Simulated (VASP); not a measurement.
# Sr3Mg (P-6m2) in VASP: further runs

Runs on Sr3Mg. Level: LDA. Tasks: single point.

Everything below comes from runs of VASP 6.6.1. Logs are shortened: lines on timing, memory, paths and dates and some standing lists are left out, and cuts for length are marked.

### Step 1. The cell of the first run

Symmetry: P-6m2, No. 187, hexagonal system. The conventional cell has a = 4.208 Å, b = 4.208 Å, c = 12.373 Å, α = 90.00°, β = 90.00°, γ = 120.00°. Sr (site symmetry -6m2) has 12 Sr at 4.21 to 4.28 Å within 5.5 Å. Sr (site symmetry 3m) has 3 Mg at 3.61 Å and 9 Sr at 4.21 to 4.28 Å within 4.7 Å. Mg (site symmetry -6m2) has 6 Sr at 3.61 Å and 6 Mg at 4.21 Å within 4.7 Å.

### Step 2. Single point, LDA

File INCAR:

```
SYSTEM = Sr3Mg
PREC = Accurate
ENCUT = 520
EDIFF = 1E-6
ISMEAR = -1
SIGMA = 0.1
LREAL = .FALSE.
LASPH = .TRUE.
NELM = 100
ALGO = Normal
ISIF = 2
LWAVE = .FALSE.
LCHARG = .TRUE.
LELF = .TRUE.
LVHAR = .TRUE.
NBANDS = 24
```

File KPOINTS:

```
Automatic mesh
0
G
  6 6 2
  0 0 0
```

File POSCAR:

```
Sr3Mg
1.0
    4.2078400000      0.0000000000      0.0000000000
   -2.1039200000      3.6440900000      0.0000000000
    0.0000000000      0.0000000000     12.3733500000
Sr Mg
3 1
Direct
    0.6666666667      0.3333333333      0.0000000000
    0.0000000000      0.0000000000      0.2847300000
    0.0000000000      0.0000000000      0.7152700000
    0.6666666667      0.3333333333      0.5000000000
```

Potentials or basis: VASP PAW LDA potentials, release 64 (Sr_sv, Mg).

Launch:

```sh
cat potpaw_LDA.64/Sr_sv/POTCAR potpaw_LDA.64/Mg/POTCAR > POTCAR
mpirun -np 1 vasp_std > vasp.out
```

OUTCAR:

```text
SYSTEM = Sr3Mg
   PREC = Accurate
   ENCUT = 520
   EDIFF = 1E-6
   ISMEAR = -1
   LREAL = .FALSE.
   LASPH = .TRUE.
   NELM = 100
   ISIF = 2

 ion  position               nearest neighbor table
   1  0.667  0.333  0.000-   2 4.28   3 4.28   2 4.28   3 4.28   2 4.28   3 4.28
   2  0.000  0.000  0.285-   4 3.61   4 3.61   4 3.61   1 4.28   1 4.28   1 4.28
   3  0.000  0.000  0.715-   4 3.61   4 3.61   4 3.61   1 4.28   1 4.28   1 4.28
   4  0.667  0.333  0.500-   2 3.61   3 3.61   2 3.61   3 3.61   2 3.61   3 3.61

  LATTYP: Found a hexagonal cell.
 ALAT       =     4.2078400000
 C/A-ratio  =     2.9405466938

  Lattice vectors:

 A1 = (   4.2078400000,   0.0000000000,   0.0000000000)
 A2 = (  -2.1039200000,   3.6440900000,   0.0000000000)
 A3 = (   0.0000000000,   0.0000000000,  12.3733500000)

Analysis of symmetry for initial positions (statically):
=====================================================================
 Subroutine PRICEL returns:
 Original cell was already a primitive cell.

 Routine SETGRP: Setting up the symmetry group for a
 hexagonal supercell.

 Subroutine GETGRP returns: Found 12 space group operations
 (whereof 12 operations were pure point group operations)
 out of a pool of 24 trial point group operations.

The static configuration has the point symmetry D_3h.

Analysis of symmetry for dynamics (positions and initial velocities):
=====================================================================
 Subroutine PRICEL returns:
 Original cell was already a primitive cell.

 Routine SETGRP: Setting up the symmetry group for a
 hexagonal supercell.

 Subroutine GETGRP returns: Found 12 space group operations
 (whereof 12 operations were pure point group operations)
 out of a pool of 24 trial point group operations.

The dynamic configuration has the point symmetry D_3h.

 Subroutine INISYM returns: Found 12 space group operations
 (whereof 12 operations are pure point group operations),
 and found     1 'primitive' translations

----------------------------------------------------------------------------------------

                                     Primitive cell

  volume of cell :     189.7298

  direct lattice vectors                    reciprocal lattice vectors
     4.207840000  0.000000000  0.000000000     0.237651622  0.137208466  0.000000000
    -2.103920000  3.644090000  0.000000000     0.000000000  0.274416933  0.000000000
     0.000000000  0.000000000 12.373350000     0.000000000  0.000000000  0.080818857

  length of vectors
     4.207840000  4.207834514 12.373350000     0.274416575  0.274416933  0.080818857

  position of ions in fractional coordinates (direct lattice)
     0.666666667  0.333333333  0.000000000
     0.000000000  0.000000000  0.284730000
     0.000000000  0.000000000  0.715270000
     0.666666667  0.333333333  0.500000000

  ion indices of the primitive-cell ions
   primitive index   ion index
                 1           1
                 2           2
                 3           3
                 4           4

----------------------------------------------------------------------------------------

 KPOINTS: Automatic mesh

Automatic generation of k-mesh.
 Grid dimensions read from file:
 generate k-points for:    6    6    2

 Generating k-lattice:

  Cartesian coordinates                     Fractional coordinates (reciprocal lattice)
     0.039608604  0.022868078  0.000000000     0.166666667  0.000000000  0.000000000
     0.000000000  0.045736155  0.000000000     0.000000000  0.166666667  0.000000000
     0.000000000  0.000000000  0.040409428     0.000000000  0.000000000  0.500000000

  Length of vectors
     0.045736096  0.045736155  0.040409428

  Shift w.r.t. Gamma in fractional coordinates (k-lattice)
     0.000000000  0.000000000  0.000000000

 Subroutine IBZKPT returns following result:
 ===========================================

 Found     14 irreducible k-points:

 Following reciprocal coordinates:
            Coordinates               Weight
  0.000000  0.000000  0.000000      1.000000
  0.166667  0.000000  0.000000      6.000000
  0.333333  0.000000  0.000000      6.000000
  0.500000  0.000000  0.000000      3.000000
  0.166667  0.166667  0.000000      6.000000
  0.333333  0.166667  0.000000     12.000000
  0.333333  0.333333  0.000000      2.000000
  0.000000  0.000000  0.500000      1.000000
  0.166667  0.000000  0.500000      6.000000
  0.333333  0.000000  0.500000      6.000000
  0.500000  0.000000  0.500000      3.000000
  0.166667  0.166667  0.500000      6.000000
  0.333333  0.166667  0.500000     12.000000
  0.333333  0.333333  0.500000      2.000000
   k-points           NKPTS =     14   k-points in BZ     NKDIM =     14   number of bands    NBANDS=     24
   number of dos      NEDOS =    301   number of ions     NIONS =      4
   total plane-waves  NPLWV =  98304
   dimension x,y,z NGX =    32 NGY =   32 NGZ =   96
   dimension x,y,z NGXF=    64 NGYF=   64 NGZF=  192
   ions per type =               3   1
   NGX,Y,Z   is equivalent  to a cutoff of  12.64, 12.64, 12.90 a.u.
   NGXF,Y,Z  is equivalent  to a cutoff of  25.29, 25.29, 25.80 a.u.
 SYSTEM =  Sr3Mg
   PREC   = accura    normal or accurate (medium, high low for compatibility)
   ISTART =      0    job   : 0-new  1-cont  2-samecut
   ICHARG =      2    charge: 1-file 2-atom 10-const
   ISPIN  =      1    spin polarized calculation?
   LNONCOLLINEAR =      F non collinear calculations
   LSORBIT =      F    spin-orbit coupling
   LASPH  =      T    aspherical Exc in radial PAW
   ENCUT  =  520.0 eV  38.22 Ry    6.18 a.u.   7.82  7.82 23.01*2*pi/ulx,y,z
   NELM   =    100;   NELMIN=  2; NELMDL= -5     # of ELM steps
   EDIFF  = 0.1E-05   stopping-criterion for ELM
   LREAL  =      F    real-space projection
   EDIFFG = 0.1E-04   stopping-criterion for IOM
   NSW    =      0    number of steps for IOM
   IBRION =     -1    ionic relax: 0-MD 1-quasi-New 2-CG
   NFREE  =      0    steps in history (QN), initial steepest desc. (CG)
   ISIF   =      2    stress and relaxation
   ISYM   =      2    0-nonsym 1-usesym 2-fastsym
   POTIM  = 0.5000    time-step for ionic-motion
   TEBEG  =    0.0;   TEEND  =   0.0 temperature during run
   PSTRESS=    0.0 pullay stress
   NELECT =      32.0000    total number of electrons
   NUPDOWN=      -1.0000    fix difference up-down
   EMIN   =  10.00;   EMAX   =-10.00  energy-range for DOS
   EFERMI =   0.00;   METHOD = LEGACY
   ISMEAR =    -1;   SIGMA  =   0.10  broadening in eV -4-tet -1-fermi 0-gaus
   EFERMI_NEDOS =   21; number of points for ismear=-14 and -15
   IALGO  =     38    algorithm
   IMIX   =      4    mixing-type and parameters
     AMIX     =   0.40;   BMIX     =  1.00
     AMIX_MAG =   1.60;   BMIX_MAG =  1.00
  volume/ion in A,a.u.               =      47.43       320.09
  Fermi-wavevector in a.u.,A,eV,Ry     =   0.904509  1.709274 11.131426  0.818137
  Thomas-Fermi vector in A             =   2.027965
   LORBIT       =      0    0 simple, 1 ext, 2 COOP (PROOUT), +10 PAW based schemes
   GGA     = CA    functional components
   LHFCALC =     F    Hartree Fock is set to
   AEXX    =    0.0000 exact exchange contribution
   IVDW    =     0    specifies the selected vdW correction
   LEPSILON=     F    determine dielectric tensor
   LRPA    =     F    only Hartree local field effects (RPA)
 non-spin polarized calculation
  energy-cutoff  :      520.00
  volume of cell :      189.73
 maximum number of plane-waves:      5142
 NGX is ok and might be reduce to    32
   NGX = 15   NGY = 15   NGZ = 47

 number of electron      32.0000000 magnetization

 Free energy of the ion-electron system (eV)
  ---------------------------------------------------
  ext. energy  EPLUGINS =         0.00000000
  ---------------------------------------------------
  free energy    TOTEN  =        -7.27380257 eV

  energy without entropy =       -7.11980275  energy(sigma->0) =       -7.19680266

 E-fermi :   1.4257     XC(G=0):  -7.6774

 val. band max:        1.3282153289   @ k =   0.3333   0.3333   0.5000
 cond. band min:       1.4517183661   @ k =   0.5000   0.0000   0.5000
 fundamental gap:      0.1235030372
 Fermi energy:         1.4257182127

 k-point     1 :       0.0000    0.0000    0.0000
  band No.  band energies     occupation
      1     -34.9980      2.00000
      2     -34.8137      2.00000
      3     -34.8137      2.00000
      4     -17.1161      2.00000
      5     -16.9972      2.00000
      6     -16.9972      2.00000
[... 16 lines left out ...]
     23       3.8384      0.00000
     24       3.9356      0.00000

 k-point     2 :       0.1667    0.0000    0.0000
  band No.  band energies     occupation
      1     -34.9950      2.00000
      2     -34.8108      2.00000
      3     -34.8108      2.00000
      4     -17.1057      2.00000
      5     -17.0456      2.00000
      6     -17.0081      2.00000
[... 16 lines left out ...]
     23       3.9548      0.00000
     24       4.1237      0.00000

 k-point     3 :       0.3333    0.0000    0.0000
  band No.  band energies     occupation
      1     -34.9891      2.00000
      2     -34.8049      2.00000
      3     -34.8049      2.00000
      4     -17.1359      2.00000
      5     -17.0876      2.00000
      6     -17.0297      2.00000
[... 16 lines left out ...]
     23       3.9921      0.00000
     24       4.0469      0.00000
[... 244 lines left out ...]
 k-point    13 :       0.3333    0.1667    0.5000
  band No.  band energies     occupation
      1     -34.9861      2.00000
      2     -34.8020      2.00000
      3     -34.8019      2.00000
      4     -17.1568      2.00000
      5     -17.0796      2.00000
      6     -17.0652      2.00000
[... 16 lines left out ...]
     23       3.0773      0.00000
     24       3.9950      0.00000

 k-point    14 :       0.3333    0.3333    0.5000
  band No.  band energies     occupation
      1     -34.9846      2.00000
      2     -34.8005      2.00000
      3     -34.8004      2.00000
      4     -17.1283      2.00000
      5     -17.1223      2.00000
      6     -17.0730      2.00000
[... 16 lines left out ...]
     23       2.6629      0.00001
     24       3.9514      0.00000

------------------------ aborting loop because EDIFF is reached ----------------------------------------

  FORCE on cell =-STRESS in cart. coord.  units (eV):
  Direction    XX          YY          ZZ          XY          YZ          ZX
  --------------------------------------------------------------------------------------
  -------------------------------------------------------------------------------------
  Total       -1.5930184     -1.5930128     -1.8187110      0.0000000      0.0000000      0.0000000
  in kB      -13.4522756    -13.4522288    -15.3581414      0.0000000      0.0000000      0.0000000
  external PRESSURE =     -14.0875486 kB  Pullay stress =       0.0000000 kB

 VOLUME and BASIS-vectors are now :
 -----------------------------------------------------------------------------
  energy-cutoff  :      520.00
  volume of cell :      189.73
      direct lattice vectors                 reciprocal lattice vectors
     4.207840000  0.000000000  0.000000000     0.237651622  0.137208466  0.000000000
    -2.103920000  3.644090000  0.000000000     0.000000000  0.274416933  0.000000000
     0.000000000  0.000000000 12.373350000     0.000000000  0.000000000  0.080818857

 POSITION                                       TOTAL-FORCE (eV/Angst)
 -----------------------------------------------------------------------------------
      2.10392      1.21470      0.00000        -0.000000     -0.000000      0.000000
      0.00000      0.00000      3.52306         0.000000     -0.000000      0.030859
      0.00000      0.00000      8.85029         0.000000     -0.000000     -0.030859
      2.10392      1.21470      6.18668        -0.000000      0.000000      0.000000
 -----------------------------------------------------------------------------------
    total drift:                               -0.000000     -0.000000     -0.000000

  FREE ENERGIE OF THE ION-ELECTRON SYSTEM (eV)
  ---------------------------------------------------
  free  energy   TOTEN  =        -7.2738025661 eV

  energy  without entropy=       -7.1198027451  energy(sigma->0) =       -7.19680266
```

It took 65 s on 1 thread of Intel Xeon Platinum 8259CL at 2.50GHz (Skylake/Cascade Lake), shared host; peak memory 0.26 GiB.

What came out:

| Item | Value |
| --- | --- |
| Free energy | -7.2738 eV |
| Pressure | -1.4 GPa |
| Largest force | 0.031 eV/Å |
| Band gap on the k mesh | zero (bands 16 and 17 overlap by 0.17 eV) |

Forces on the atoms (eV/Å):
```
Sr   0.000  0.000  0.000
Sr   0.000  0.000  0.031
Sr   0.000  0.000 -0.031
Mg   0.000  0.000  0.000
```

### Step 3. Single point, LDA

File INCAR:

```
ALGO = Normal
EDIFF = 1E-6
ENCUT = 520
ISIF = 2
ISMEAR = -1
LASPH = True
LCHARG = False
LREAL = False
LWAVE = False
NBANDS = 24
NELM = 60
PREC = Accurate
SIGMA = 0.1
```

File KPOINTS:

```
k-points
0
Gamma
  6 6 2
```

POSCAR is that of step 2.

Potentials or basis: VASP PAW LDA potentials, release 64 (Sr_sv, Mg).

Launch:

```sh
cat potpaw_LDA.64/Sr_sv/POTCAR potpaw_LDA.64/Mg/POTCAR > POTCAR
mpirun -np 1 vasp_std > vasp.out
```

Run time: 61 s. Hardware: 1 thread of Intel Xeon Platinum 8259CL at 2.50GHz (Skylake/Cascade Lake), shared host; peak memory 0.26 GiB.

The run converged. Its results:

```
Free energy            : -7.2738 eV
Pressure               : -1.4 GPa
Largest force          : 0.031 eV/Å
Band gap on the k mesh : zero (bands 16 and 17 overlap by 0.17 eV)
```

Forces in eV/Å, atoms in the order of the input:
```
Sr   0.000  0.000  0.000
Sr   0.000  0.000  0.031
Sr   0.000  0.000 -0.031
Mg   0.000  0.000  0.000
```

Stress tensor (GPa, compression positive):
```
-1.35  0.00  0.00
 0.00 -1.35  0.00
 0.00  0.00 -1.54
```

Levels at points of the mesh, in eV from the Fermi level:
```
           k point  band 12  band 13  band 14  band 15  band 16  band 17  band 18  band 19  band 20  band 21
(0.00, 0.00, 0.00)   -18.24    -4.30    -2.92    -2.73    -0.76     0.30     1.70     2.04     2.23     2.23
(0.50, 0.00, 0.00)   -18.28    -2.00    -1.30    -0.73    -0.68     0.17     0.19     0.47     0.59     1.33
(0.00, 0.00, 0.50)   -18.24    -4.22    -3.43    -1.83    -1.46     0.87     1.08     2.27     2.27     2.32
(0.50, 0.00, 0.50)   -18.28    -2.00    -1.23    -0.95    -0.53     0.03     0.24     0.62     0.63     1.24
```
